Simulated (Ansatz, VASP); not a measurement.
One calculation of SrCl2, two programs

```
Sr Cl
1.0
    -0.08934    3.46868    3.44933
     3.45565   -0.07852    3.43851
     3.45923    3.46144   -0.08210
Sr Cl
1 2
Direct
  0.00751 0.99543 0.99841
  0.27156 0.30589 0.22232
  0.72092 0.69868 0.77927
```

Change from the starting cell: all atoms moved at random (sigma 0.15 Å), cell strained at random (1 %).

Alike in both runs: task single point; functional PBE; k mesh 8 × 8 × 8; occupations gaussian, width 0.05 eV; no spin polarisation.

|  | VASP | Ansatz |
| --- | --- | --- |
| version | VASP 6.6.1 | Ansatz 0.2.0 |
| potentials or method | VASP PAW PBE potentials, release 64 (Sr_sv, Cl), cutoff 520 eV | scalar-relativistic, plane waves, PAW |
| valence electrons in the cell | 24 | 24 |

```tsv
	VASP	Ansatz	Ansatz less VASP
gap on the k mesh at the Fermi level (eV)	4.81	4.81	+0.004
least direct gap on the mesh (eV)	5.03	5.03	+0.002
pressure (GPa)	2.3	2.2	-0.09
traceless stress, the component that is largest in VASP (GPa)	-2.32	-2.23	+0.090
rms of the force components (eV/Å)	0.699	0.694	-0.0049
```

Atom by atom the forces differ by 0.005 eV/Å (rms over components). With one functional, cell and mesh, what is left measures potentials, basis and numerics.
